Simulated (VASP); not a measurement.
# InSb (F-43m) in VASP: single point with PBEsol

Aim: the single point of InSb with PBEsol.

All numbers are computed with VASP 6.6.1; they aren't measurements. Logs are shortened: lines on timing, memory, paths and dates and some standing lists are left out, and cuts for length are marked.

**Measured values to compare with.**

From “Electronic Structure and Epitaxy of CdTe Shells on InSb Nanowires”, 2021, arxiv:2111.05126, for a bulk crystal of InSb: band gap 0.24 eV.

How close the calculation comes is told below.

## Step 1: The cell of the first run

The structure is cubic, space group F-43m (No. 216). Conventional cell: a = 6.521 Å, b = 6.521 Å, c = 6.521 Å, α = 90.00°, β = 90.00°, γ = 90.00°. In (site symmetry -43m) has 4 Sb at 2.82 Å within 3.7 Å. Sb (site symmetry -43m) has 4 In at 2.82 Å within 3.7 Å.

## Step 2: Single point, PBEsol

Contents of INCAR:

```
SYSTEM = InSb
PREC = Accurate ; ENCUT = 500
EDIFF = 1E-6 ; ISMEAR = -1
SIGMA = 0.1 ; LREAL = .False.
LASPH = .True. ; NELM = 120
ALGO = Normal ; ISIF = 2
LWAVE = .False. ; LCHARG = .False.
GGA = PS ; NBANDS = 16
GGA_COMPAT = .False.
```

Contents of KPOINTS:

```
Automatic mesh
0
Gamma
  8 8 8
  0 0 0
```

Contents of POSCAR:

```
InSb
1.0
    0.0000000000      3.2605019204      3.2605019204
    3.2605019204      0.0000000000      3.2605019204
    3.2605019204      3.2605019204      0.0000000000
In Sb
1 1
Direct
    0.0000000000      0.0000000000      0.0000000000
    0.7500000000      0.7500000000      0.7500000000
```

Potentials or basis: VASP PAW PBE potentials, release 64 (In_d, Sb).

Run with:

```bash
> cat potpaw_PBE.64/In_d/POTCAR potpaw_PBE.64/Sb/POTCAR > POTCAR
> mpirun -np 1 vasp_std > vasp.out
```

OUTCAR:

```text
SYSTEM = InSb
   PREC = Accurate
   ENCUT = 500
   EDIFF = 1E-6
   ISMEAR = -1
   LREAL = .False.
   LASPH = .True.
   NELM = 120
   ISIF = 2
   GGA = PS

 ion  position               nearest neighbor table
   1  0.000  0.000  0.000-   2 2.82   2 2.82   2 2.82   2 2.82
   2  0.750  0.750  0.750-   1 2.82   1 2.82   1 2.82   1 2.82

  LATTYP: Found a face centered cubic cell.
 ALAT       =     6.5210038408

  Lattice vectors:

 A1 = (   0.0000000000,   3.2605019204,   3.2605019204)
 A2 = (   3.2605019204,   0.0000000000,   3.2605019204)
 A3 = (   3.2605019204,   3.2605019204,   0.0000000000)

Analysis of symmetry for initial positions (statically):
=====================================================================
 Subroutine PRICEL returns:
 Original cell was already a primitive cell.

 Routine SETGRP: Setting up the symmetry group for a
 face centered cubic supercell.

 Subroutine GETGRP returns: Found 24 space group operations
 (whereof 24 operations were pure point group operations)
 out of a pool of 48 trial point group operations.

The static configuration has the point symmetry T_d .

Analysis of symmetry for dynamics (positions and initial velocities):
=====================================================================
 Subroutine PRICEL returns:
 Original cell was already a primitive cell.

 Routine SETGRP: Setting up the symmetry group for a
 face centered cubic supercell.

 Subroutine GETGRP returns: Found 24 space group operations
 (whereof 24 operations were pure point group operations)
 out of a pool of 48 trial point group operations.

The dynamic configuration has the point symmetry T_d .

 Subroutine INISYM returns: Found 24 space group operations
 (whereof 24 operations are pure point group operations),
 and found     1 'primitive' translations

----------------------------------------------------------------------------------------

                                     Primitive cell

  volume of cell :      69.3240

  direct lattice vectors                    reciprocal lattice vectors
     0.000000000  3.260501920  3.260501920    -0.153350623  0.153350623  0.153350623
     3.260501920  0.000000000  3.260501920     0.153350623 -0.153350623  0.153350623
     3.260501920  3.260501920  0.000000000     0.153350623  0.153350623 -0.153350623

  length of vectors
     4.611046036  4.611046036  4.611046036     0.265611070  0.265611070  0.265611070

  position of ions in fractional coordinates (direct lattice)
     0.000000000  0.000000000  0.000000000
     0.750000000  0.750000000  0.750000000

  ion indices of the primitive-cell ions
   primitive index   ion index
                 1           1
                 2           2

----------------------------------------------------------------------------------------

 KPOINTS: Automatic mesh

Automatic generation of k-mesh.
 Grid dimensions read from file:
 generate k-points for:    8    8    8

 Generating k-lattice:

  Cartesian coordinates                     Fractional coordinates (reciprocal lattice)
    -0.019168828  0.019168828  0.019168828     0.125000000  0.000000000  0.000000000
     0.019168828 -0.019168828  0.019168828     0.000000000  0.125000000  0.000000000
     0.019168828  0.019168828 -0.019168828     0.000000000  0.000000000  0.125000000

  Length of vectors
     0.033201384  0.033201384  0.033201384

  Shift w.r.t. Gamma in fractional coordinates (k-lattice)
     0.000000000  0.000000000  0.000000000

 Subroutine IBZKPT returns following result:
 ===========================================

 Found     29 irreducible k-points:

 Following reciprocal coordinates:
            Coordinates               Weight
  0.000000  0.000000  0.000000      1.000000
  0.125000  0.000000  0.000000      8.000000
  0.250000  0.000000  0.000000      8.000000
  0.375000  0.000000  0.000000      8.000000
  0.500000  0.000000  0.000000      4.000000
  0.125000  0.125000  0.000000      6.000000
[... 16 lines left out ...]
  0.500000  0.250000  0.125000     48.000000
 -0.375000  0.250000  0.125000     24.000000
 [... further k-points ...]
   k-points           NKPTS =     29   k-points in BZ     NKDIM =     29   number of bands    NBANDS=     16
   number of dos      NEDOS =    301   number of ions     NIONS =      2
   total plane-waves  NPLWV =  46656
   dimension x,y,z NGX =    36 NGY =   36 NGZ =   36
   dimension x,y,z NGXF=    72 NGYF=   72 NGZF=   72
   ions per type =               1   1
   NGX,Y,Z   is equivalent  to a cutoff of  12.98, 12.98, 12.98 a.u.
   NGXF,Y,Z  is equivalent  to a cutoff of  25.96, 25.96, 25.96 a.u.
 SYSTEM =  InSb
   PREC   = accura    normal or accurate (medium, high low for compatibility)
   ISTART =      0    job   : 0-new  1-cont  2-samecut
   ICHARG =      2    charge: 1-file 2-atom 10-const
   ISPIN  =      1    spin polarized calculation?
   LNONCOLLINEAR =      F non collinear calculations
   LSORBIT =      F    spin-orbit coupling
   LASPH  =      T    aspherical Exc in radial PAW
   ENCUT  =  500.0 eV  36.75 Ry    6.06 a.u.   8.41  8.41  8.41*2*pi/ulx,y,z
   NELM   =    120;   NELMIN=  2; NELMDL= -5     # of ELM steps
   EDIFF  = 0.1E-05   stopping-criterion for ELM
   LREAL  =      F    real-space projection
   EDIFFG = 0.1E-04   stopping-criterion for IOM
   NSW    =      0    number of steps for IOM
   IBRION =     -1    ionic relax: 0-MD 1-quasi-New 2-CG
   NFREE  =      0    steps in history (QN), initial steepest desc. (CG)
   ISIF   =      2    stress and relaxation
   ISYM   =      2    0-nonsym 1-usesym 2-fastsym
   POTIM  = 0.5000    time-step for ionic-motion
   TEBEG  =    0.0;   TEEND  =   0.0 temperature during run
   PSTRESS=    0.0 pullay stress
   NELECT =      18.0000    total number of electrons
   NUPDOWN=      -1.0000    fix difference up-down
   EMIN   =  10.00;   EMAX   =-10.00  energy-range for DOS
   EFERMI =   0.00;   METHOD = LEGACY
   ISMEAR =    -1;   SIGMA  =   0.10  broadening in eV -4-tet -1-fermi 0-gaus
   EFERMI_NEDOS =   21; number of points for ismear=-14 and -15
   IALGO  =     38    algorithm
   IMIX   =      4    mixing-type and parameters
     AMIX     =   0.40;   BMIX     =  1.00
     AMIX_MAG =   1.60;   BMIX_MAG =  1.00
  volume/ion in A,a.u.               =      34.66       233.91
  Fermi-wavevector in a.u.,A,eV,Ry     =   1.044410  1.973650 14.841142  1.090793
  Thomas-Fermi vector in A             =   2.179162
   LORBIT       =      0    0 simple, 1 ext, 2 COOP (PROOUT), +10 PAW based schemes
   GGA     = PS    functional components
   LHFCALC =     F    Hartree Fock is set to
   AEXX    =    0.0000 exact exchange contribution
   IVDW    =     0    specifies the selected vdW correction
   LEPSILON=     F    determine dielectric tensor
   LRPA    =     F    only Hartree local field effects (RPA)
 non-spin polarized calculation
  energy-cutoff  :      500.00
  volume of cell :       69.32
 maximum number of plane-waves:      1807
 NGX is ok and might be reduce to    36
   NGX = 17   NGY = 17   NGZ = 17

 number of electron      17.9999994 magnetization

 Free energy of the ion-electron system (eV)
  ---------------------------------------------------
  ext. energy  EPLUGINS =         0.00000000
  ---------------------------------------------------
  free energy    TOTEN  =        -7.69692005 eV

  energy without entropy =       -7.69420320  energy(sigma->0) =       -7.69556162

 E-fermi :   4.9004     XC(G=0):  -8.7861

 val. band max:        4.7606994617   @ k =   0.0000   0.0000   0.0000
 cond. band min:       5.1985831532   @ k =   0.5000   0.0000   0.0000
 fundamental gap:      0.4378836914
 Fermi energy:         4.9003892014

 k-point     1 :       0.0000    0.0000    0.0000
  band No.  band energies     occupation
      1      -9.7402      2.00000
      2      -9.7402      2.00000
      3      -9.7402      2.00000
      4      -9.6590      2.00000
      5      -9.6590      2.00000
      6      -5.8665      2.00000
[... 8 lines left out ...]
     15      13.0054      0.00000
     16      13.0054      0.00000

 k-point     2 :       0.1250    0.0000    0.0000
  band No.  band energies     occupation
      1      -9.7470      2.00000
      2      -9.7372      2.00000
      3      -9.7372      2.00000
      4      -9.6592      2.00000
      5      -9.6592      2.00000
      6      -5.7283      2.00000
[... 8 lines left out ...]
     15      12.2012      0.00000
     16      12.2012      0.00000

 k-point     3 :       0.2500    0.0000    0.0000
  band No.  band energies     occupation
      1      -9.7632      2.00000
      2      -9.7303      2.00000
      3      -9.7303      2.00000
      4      -9.6592      2.00000
      5      -9.6592      2.00000
      6      -5.3410      2.00000
[... 8 lines left out ...]
     15      11.9939      0.00000
     16      11.9939      0.00000

 k-point     4 :       0.3750    0.0000    0.0000
  band No.  band energies     occupation
      1      -9.7791      2.00000
      2      -9.7245      2.00000
      3      -9.7245      2.00000
      4      -9.6581      2.00000
      5      -9.6581      2.00000
      6      -4.8266      2.00000
[... 8 lines left out ...]
     15      12.7951      0.00000
     16      12.7951      0.00000

 k-point     5 :       0.5000    0.0000    0.0000
  band No.  band energies     occupation
      1      -9.7856      2.00000
      2      -9.7224      2.00000
      3      -9.7224      2.00000
      4      -9.6573      2.00000
      5      -9.6573      2.00000
      6      -4.5404      2.00000
[... 8 lines left out ...]
     15      13.8565      0.00000
     16      13.8565      0.00000

 k-point     6 :       0.1250    0.1250    0.0000
  band No.  band energies     occupation
      1      -9.7526      2.00000
      2      -9.7343      2.00000
      3      -9.7343      2.00000
      4      -9.6612      2.00000
      5      -9.6578      2.00000
      6      -5.6818      2.00000
[... 8 lines left out ...]
     15      11.4353      0.00000
     16      13.1625      0.00000

 k-point     7 :       0.2500    0.1250    0.0000
  band No.  band energies     occupation
      1      -9.7663      2.00000
      2      -9.7285      2.00000
      3      -9.7273      2.00000
      4      -9.6630      2.00000
      5      -9.6567      2.00000
      6      -5.3749      2.00000
[... 8 lines left out ...]
     15      12.3757      0.00000
     16      12.8862      0.00000

 k-point     8 :       0.3750    0.1250    0.0000
  band No.  band energies     occupation
      1      -9.7805      2.00000
      2      -9.7233      2.00000
      3      -9.7209      2.00000
      4      -9.6627      2.00000
      5      -9.6561      2.00000
      6      -4.8876      2.00000
[... 8 lines left out ...]
     15      12.6517      0.00000
     16      13.3952      0.00000

 k-point     9 :       0.5000    0.1250    0.0000
  band No.  band energies     occupation
      1      -9.7885      2.00000
      2      -9.7204      2.00000
      3      -9.7185      2.00000
      4      -9.6604      2.00000
      5      -9.6567      2.00000
      6      -4.4789      2.00000
[... 8 lines left out ...]
     15      13.5109      0.00000
     16      13.9081      0.00000
[... 172 lines left out ...]
 k-point    19 :       0.5000    0.3750    0.0000
  band No.  band energies     occupation
      1      -9.8113      2.00000
      2      -9.7031      2.00000
      3      -9.7016      2.00000
      4      -9.6744      2.00000
      5      -9.6518      2.00000
      6      -4.0729      2.00000
[... 8 lines left out ...]
     15      14.4724      0.00000
     16      14.8454      0.00000

 k-point    20 :      -0.3750    0.3750    0.0000
  band No.  band energies     occupation
      1      -9.8060      2.00000
      2      -9.7083      2.00000
      3      -9.7043      2.00000
      4      -9.6697      2.00000
      5      -9.6548      2.00000
      6      -3.9884      2.00000
[... 8 lines left out ...]
     15      13.1232      0.00000
     16      15.8575      0.00000

 k-point    21 :       0.5000    0.5000    0.0000
  band No.  band energies     occupation
      1      -9.8170      2.00000
      2      -9.6985      2.00000
      3      -9.6985      2.00000
      4      -9.6774      2.00000
      5      -9.6503      2.00000
      6      -3.9512      2.00000
[... 8 lines left out ...]
     15      14.9517      0.00000
     16      15.0953      0.00000

 k-point    22 :       0.3750    0.2500    0.1250
  band No.  band energies     occupation
      1      -9.7799      2.00000
      2      -9.7223      2.00000
      3      -9.7199      2.00000
      4      -9.6650      2.00000
      5      -9.6557      2.00000
      6      -5.0104      2.00000
[... 8 lines left out ...]
     15      13.2460      0.00000
     16      13.4836      0.00000

 k-point    23 :       0.5000    0.2500    0.1250
  band No.  band energies     occupation
      1      -9.7906      2.00000
      2      -9.7185      2.00000
      3      -9.7140      2.00000
      4      -9.6644      2.00000
      5      -9.6562      2.00000
      6      -4.5322      2.00000
[... 8 lines left out ...]
     15      13.1840      0.00000
     16      14.1101      0.00000

 k-point    24 :      -0.3750    0.2500    0.1250
  band No.  band energies     occupation
      1      -9.7946      2.00000
      2      -9.7175      2.00000
      3      -9.7118      2.00000
      4      -9.6629      2.00000
      5      -9.6573      2.00000
      6      -4.2707      2.00000
[... 8 lines left out ...]
     15      13.6374      0.00000
     16      14.0947      0.00000

 [... further k-points ...]

------------------------ aborting loop because EDIFF is reached ----------------------------------------

  FORCE on cell =-STRESS in cart. coord.  units (eV):
  Direction    XX          YY          ZZ          XY          YZ          ZX
  --------------------------------------------------------------------------------------
  -------------------------------------------------------------------------------------
  Total        0.0005445      0.0005445      0.0005445     -0.0000000      0.0000000      0.0000000
  in kB        0.0125849      0.0125849      0.0125849     -0.0000000      0.0000000      0.0000000
  external PRESSURE =       0.0125849 kB  Pullay stress =       0.0000000 kB

 VOLUME and BASIS-vectors are now :
 -----------------------------------------------------------------------------
  energy-cutoff  :      500.00
  volume of cell :       69.32
      direct lattice vectors                 reciprocal lattice vectors
     0.000000000  3.260501920  3.260501920    -0.153350623  0.153350623  0.153350623
     3.260501920  0.000000000  3.260501920     0.153350623 -0.153350623  0.153350623
     3.260501920  3.260501920  0.000000000     0.153350623  0.153350623 -0.153350623

 POSITION                                       TOTAL-FORCE (eV/Angst)
 -----------------------------------------------------------------------------------
      0.00000      0.00000      0.00000        -0.000000     -0.000000      0.000000
      4.89075      4.89075      4.89075         0.000000      0.000000     -0.000000
 -----------------------------------------------------------------------------------
    total drift:                               -0.000000     -0.000000     -0.000000

  FREE ENERGIE OF THE ION-ELECTRON SYSTEM (eV)
  ---------------------------------------------------
  free  energy   TOTEN  =        -7.6969200483 eV

  energy  without entropy=       -7.6942031978  energy(sigma->0) =       -7.69556162
```

Wall time 36 s (1 thread of AMD EPYC 7R43 (Zen 3), shared host); peak memory 0.18 GiB.

What came out:

- Free energy: -7.6969 eV
- Pressure: 0.0 GPa
- Band gap on the k mesh: zero (filled and empty bands touch)

Caveat: semilocal functionals underestimate gaps, and a narrow one can read as zero; the PAW data sets were made with another functional, which shifts forces and pressure a little; spin-orbit coupling is left out, which moves the levels of the heavy elements.

## Step 3: Against experiment

Step 2. Against the measured gap of InSb, 0.24 eV (quoted in “Electronic Structure and Epitaxy of CdTe Shells on InSb Nanowires”, 2021, arxiv:2111.05126), the calculated 0.00 eV is off by -0.24 eV. Spin-orbit coupling on In, Sb is left out. The value is that of PBEsol on a finite k mesh, which can miss the band edges, without temperature or zero-point motion. Semilocal functionals fall short of measured gaps as a rule.

The gap in the log of VASP goes by the Fermi energy; the results here count the filled bands.